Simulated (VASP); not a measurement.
Set up this calculation in VASP 6.6.1, as the native input.

```
Task                   : relaxation of cell and atoms
Functional             : r2SCAN
Potentials or basis    : VASP PAW PBE potentials, release 64 (Ba_sv)
Cutoff                 : 600 eV
k mesh                 : 10 × 10 × 10
Occupations            : fermi-dirac, width 0.1 eV
Spin                   : no spin polarisation
Dipole correction      : no
Further INCAR settings : ALGO = Normal; EDIFF = 1e-06; IBRION = 2; EDIFFG = -0.01; NSW = 80; ISIF = 3
```

Crystal: Ba.

```
Ba
1.0
    -2.50808    2.50808    2.50808
     2.50808   -2.50808    2.50808
     2.50808    2.50808   -2.50808
Ba
1
Cartesian
  0.0000 0.0000 0.0000
```

These files were run (other wordings do the same):

POSCAR

```
Ba
1.0
   -2.5080782000      2.5080782000      2.5080782000
    2.5080782000     -2.5080782000      2.5080782000
    2.5080782000      2.5080782000     -2.5080782000
Ba
1
Direct
    0.0000000000      0.0000000000      0.0000000000
```

INCAR.step1

```
SYSTEM = Ba
ALGO = Normal ; EDIFF = 1E-4
ENCUT = 600 ; GGA = PE
ISMEAR = -1 ; LASPH = .TRUE.
LCHARG = .FALSE. ; LREAL = .FALSE.
LWAVE = .TRUE. ; NELM = 100
PREC = Accurate ; SIGMA = 0.1
```

INCAR.step2

```
SYSTEM = Ba
ALGO = Normal ; EDIFF = 1E-6
EDIFFG = -0.01 ; ENCUT = 600
IBRION = 2 ; ISIF = 3
ISMEAR = -1 ; ISTART = 1
LASPH = .TRUE. ; LCHARG = .FALSE.
LMIXTAU = .TRUE. ; LREAL = .FALSE.
LWAVE = .FALSE. ; METAGGA = R2SCAN
NELM = 100 ; NSW = 80
PREC = Accurate ; SIGMA = 0.1
```

KPOINTS

```
k-points
0
G
  10 10 10
  0 0 0
```

Potentials or basis: VASP PAW PBE potentials, release 64 (Ba_sv).

The run is started by

```bash
$ cat potpaw_PBE.64/Ba_sv/POTCAR > POTCAR
$ cp INCAR.step1 INCAR
$ mpirun -np 1 vasp_std > vasp.out
$ cp INCAR.step2 INCAR
$ mpirun -np 1 vasp_std > vasp.out
```

It gave:

```
Relaxed volume                        : 65.56 Å³/atom
Relaxed cell                          : a = 4.400 Å, b = 4.400 Å, c = 4.400 Å, α = 109.47°, β = 109.47°, γ = 109.47°
Space group after relaxing (to 0.1 Å) : Im-3m (No. 229)
Energy gained by relaxing             : 2.6 meV/atom
Ionic steps                           : 5
Pressure after relaxing               : 0.0 GPa
Band gap on the k mesh                : zero (bands 5 and 6 overlap by 0.91 eV)
```

Caveat: the PAW data sets were made with another functional, which shifts forces and pressure a little; spin-orbit coupling is left out, which moves the levels of the heavy elements.

Run time: 8.3 min on 1 thread of Intel(R) Xeon(R) Platinum 8259CL CPU @ 2.50GHz (Skylake/Cascade Lake) (shared host), peak memory 0.23 GiB.
